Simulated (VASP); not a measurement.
# AlSH3 in VASP: single point with RPBE

Aim: the single point of AlSH3 with RPBE.

All numbers are computed with VASP 6.6.1; they aren't measurements. Logs are shortened: lines on timing, memory, paths and dates and some standing lists are left out, and cuts for length are marked.

### 1 The cell of the first run

The cell holds a molecule in a box, 5 atoms: a = 13.000 Å, b = 11.000 Å, c = 12.000 Å, α = 90.00°, β = 90.00°, γ = 90.00°.

### 2 Single point, RPBE (last atom moved by 0.08 Å along z)

Input file INCAR:

```
  ADDGRID = False
  ALGO = Normal
  EDIFF = 1E-8
  EFERMI = MIDGAP
  ENCUT = 590
  GGA = RP
  GGA_COMPAT = False
  ISIF = 0
  ISMEAR = 0
  LASPH = True
  LCHARG = False
  LREAL = False
  LWAVE = False
  NBANDS = 32
  NELM = 120
  NELMDL = -8
  PREC = Accurate
  SIGMA = 0.03
```

Input file KPOINTS:

```
k-points
0
Gamma
  1 1 1
```

Input file POSCAR:

```
AlH3S
1.0
   13.0000000000      0.0000000000      0.0000000000
    0.0000000000     11.0000000000      0.0000000000
    0.0000000000      0.0000000000     12.0000000000
Al S H
1 1 3
Direct
    0.4544538500      0.4939863600      0.5068500000
    0.5887000000      0.4686318200      0.6133750000
    0.3494076900      0.4407227300      0.5512500000
    0.4679153800      0.5630954500      0.3922916700
    0.6525923100      0.5259863600      0.5494083400
```

Potentials or basis: VASP PAW PBE potentials, release 64 (Al, S, H).

Run with:

```console
cat potpaw_PBE.64/Al/POTCAR potpaw_PBE.64/S/POTCAR potpaw_PBE.64/H/POTCAR > POTCAR
mpirun -np 1 vasp_gam > vasp.out
```

OUTCAR:

```text
EDIFF = 1E-8
   EFERMI = MIDGAP
   ENCUT = 590
   GGA = RP
   ISIF = 0
   ISMEAR = 0
   LASPH = True
   LREAL = False
   NELM = 120
   NELMDL = -8
   PREC = Accurate

 ion  position               nearest neighbor table
   1  0.454  0.494  0.507-   3 1.58   4 1.58   2 2.18
   2  0.589  0.469  0.613-   5 1.30   1 2.18
   3  0.349  0.441  0.551-   1 1.58
   4  0.468  0.563  0.392-   1 1.58
   5  0.653  0.526  0.549-   2 1.30

  LATTYP: Found a simple orthorhombic cell.
 ALAT       =    11.0000000000
 B/A-ratio  =     1.0909090909
 C/A-ratio  =     1.1818181818

  Lattice vectors:

 A1 = (   0.0000000000,  11.0000000000,   0.0000000000)
 A2 = (   0.0000000000,   0.0000000000,  12.0000000000)
 A3 = (  13.0000000000,   0.0000000000,   0.0000000000)

Analysis of symmetry for initial positions (statically):
=====================================================================
 Subroutine PRICEL returns:
 Original cell was already a primitive cell.

 Routine SETGRP: Setting up the symmetry group for a
 simple orthorhombic supercell.

 Subroutine GETGRP returns: Found  1 space group operations
 (whereof  1 operations were pure point group operations)
 out of a pool of  8 trial point group operations.

The static configuration has the point symmetry C_1 .

Analysis of symmetry for dynamics (positions and initial velocities):
=====================================================================
 Subroutine PRICEL returns:
 Original cell was already a primitive cell.

 Routine SETGRP: Setting up the symmetry group for a
 simple orthorhombic supercell.

 Subroutine GETGRP returns: Found  1 space group operations
 (whereof  1 operations were pure point group operations)
 out of a pool of  8 trial point group operations.

The dynamic configuration has the point symmetry C_1 .

 Subroutine INISYM returns: Found  1 space group operations
 (whereof  1 operations are pure point group operations),
 and found     1 'primitive' translations

----------------------------------------------------------------------------------------

                                     Primitive cell

  volume of cell :    1716.0000

  direct lattice vectors                    reciprocal lattice vectors
[... 55 lines left out ...]
   dimension x,y,z NGXF=   216 NGYF=  180 NGZF=  192
   ions per type =               1   1   3
   NGX,Y,Z   is equivalent  to a cutoff of  13.81, 13.60, 13.30 a.u.
   NGXF,Y,Z  is equivalent  to a cutoff of  27.62, 27.20, 26.60 a.u.
 SYSTEM =  unknown system
   PREC   = accura    normal or accurate (medium, high low for compatibility)
   ISTART =      0    job   : 0-new  1-cont  2-samecut
   ICHARG =      2    charge: 1-file 2-atom 10-const
   ISPIN  =      1    spin polarized calculation?
   LNONCOLLINEAR =      F non collinear calculations
   LSORBIT =      F    spin-orbit coupling
   LASPH  =      T    aspherical Exc in radial PAW
   ENCUT  =  590.0 eV  43.36 Ry    6.59 a.u.  25.75 21.79 23.77*2*pi/ulx,y,z
   NELM   =    120;   NELMIN=  2; NELMDL= -8     # of ELM steps
   EDIFF  = 0.1E-07   stopping-criterion for ELM
   LREAL  =      F    real-space projection
   EDIFFG = 0.1E-06   stopping-criterion for IOM
   NSW    =      0    number of steps for IOM
   IBRION =     -1    ionic relax: 0-MD 1-quasi-New 2-CG
   NFREE  =      0    steps in history (QN), initial steepest desc. (CG)
   ISIF   =      0    stress and relaxation
   ISYM   =      2    0-nonsym 1-usesym 2-fastsym
   POTIM  = 0.5000    time-step for ionic-motion
   TEBEG  =    0.0;   TEEND  =   0.0 temperature during run

   SCALEE = 1.0000    scale energy and forces
   PSTRESS=    0.0 pullay stress
   NELECT =      12.0000    total number of electrons
   NUPDOWN=      -1.0000    fix difference up-down
   EMIN   =  10.00;   EMAX   =-10.00  energy-range for DOS
   EFERMI =   0.00;   METHOD = MIDGAP
   ISMEAR =     0;   SIGMA  =   0.03  broadening in eV -4-tet -1-fermi 0-gaus
   EFERMI_NEDOS =   21; number of points for ismear=-14 and -15
   IALGO  =     38    algorithm
   IMIX   =      4    mixing-type and parameters
     AMIX     =   0.40;   BMIX     =  1.00
     AMIX_MAG =   1.60;   BMIX_MAG =  1.00
  volume/ion in A,a.u.               =     343.20      2316.03
  Fermi-wavevector in a.u.,A,eV,Ry     =   0.313061  0.591600  1.333472  0.098007
  Thomas-Fermi vector in A             =   1.193077
   LORBIT       =      0    0 simple, 1 ext, 2 COOP (PROOUT), +10 PAW based schemes
   GGA     = RP    functional components
   LHFCALC =     F    Hartree Fock is set to
   AEXX    =    0.0000 exact exchange contribution
   IVDW    =     0    specifies the selected vdW correction
   LEPSILON=     F    determine dielectric tensor
   LRPA    =     F    only Hartree local field effects (RPA)

   CSHIFT  =0.1000    complex shift for real part using Kramers Kronig

   OMEGAMAX=  -1.0    maximum frequency
 non-spin polarized calculation
 Gauss-broadening in eV      SIGMA  =   0.03
  energy-cutoff  :      590.00
  volume of cell :     1716.00
 maximum number of plane-waves:     27932
 NGX is ok and might be reduce to   108
   NGX = 51   NGY = 43   NGZ = 47

 number of electron      11.9999999 magnetization

 Free energy of the ion-electron system (eV)
  ---------------------------------------------------
  ext. energy  EPLUGINS =         0.00000000
  ---------------------------------------------------
  free energy    TOTEN  =       -17.95145228 eV

  energy without entropy =      -17.95145228  energy(sigma->0) =      -17.95145228

 E-fermi :  -4.1442     XC(G=0):  -0.7920

 val. band max:       -6.4272386535   @ k =   0.0000   0.0000   0.0000
 cond. band min:      -1.8612467060   @ k =   0.0000   0.0000   0.0000
 fundamental gap:      4.5659919474
 Fermi energy:        -4.1442426797

 k-point     1 :       0.0000    0.0000    0.0000
  band No.  band energies     occupation
      1     -17.8866      2.00000
      2     -10.5030      2.00000
      3      -9.4116      2.00000
      4      -7.3546      2.00000
      5      -7.1009      2.00000
      6      -6.4272      2.00000
[... 10 lines left out ...]
     17       1.2194      0.00000
     18       1.4410      0.00000
 [bands above 18 left out]

------------------------ aborting loop because EDIFF is reached ----------------------------------------

 VOLUME and BASIS-vectors are now :
 -----------------------------------------------------------------------------
  energy-cutoff  :      590.00
  volume of cell :     1716.00
      direct lattice vectors                 reciprocal lattice vectors
    13.000000000  0.000000000  0.000000000     0.076923077  0.000000000  0.000000000
     0.000000000 11.000000000  0.000000000     0.000000000  0.090909091  0.000000000
     0.000000000  0.000000000 12.000000000     0.000000000  0.000000000  0.083333333

 POSITION                                       TOTAL-FORCE (eV/Angst)
 -----------------------------------------------------------------------------------
      5.90790      5.43385      6.08220        -0.089705      0.062179     -0.148961
      7.65310      5.15495      7.36050        -0.773870     -0.840801      1.199491
      4.54230      4.84795      6.61500        -0.108496     -0.061688      0.054324
      6.08290      6.19405      4.70750        -0.006469      0.067886     -0.120074
      8.48370      5.78585      6.59290         0.978540      0.772425     -0.984780
 -----------------------------------------------------------------------------------
    total drift:                                0.000146     -0.000048      0.000015

  FREE ENERGIE OF THE ION-ELECTRON SYSTEM (eV)
  ---------------------------------------------------
  free  energy   TOTEN  =       -17.9514522793 eV

  energy  without entropy=      -17.9514522793  energy(sigma->0) =      -17.95145228
```

Run time: 2.8 min. Hardware: 1 thread of Intel Xeon 6975P-C (Granite Rapids), shared host; peak memory 1.4 GiB.

What came out:

```
Free energy                     : -17.9515 eV
Largest force                   : 1.657 eV/Å
Gap between the frontier levels : 4.57 eV
```

Forces in eV/Å, atoms in the order of the input:
```
Al  -0.090  0.062 -0.149
S   -0.774 -0.841  1.199
H   -0.108 -0.062  0.054
H   -0.006  0.068 -0.120
H    0.979  0.772 -0.985
```

Levels at points of the mesh, in eV from the valence-band top:
| k point | band 3 | band 4 | band 5 | band 6 | band 7 | band 8 | band 9 | band 10 |
| --- | --- | --- | --- | --- | --- | --- | --- | --- |
| (0.00, 0.00, 0.00) | -2.98 | -0.93 | -0.67 | 0.00 | 4.57 | 5.77 | 6.12 | 6.42 |

Caveat: the cell differs from its parent crystal (last atom moved by 0.08 Å along z); the PAW data sets were made with another functional, which shifts forces and pressure a little.
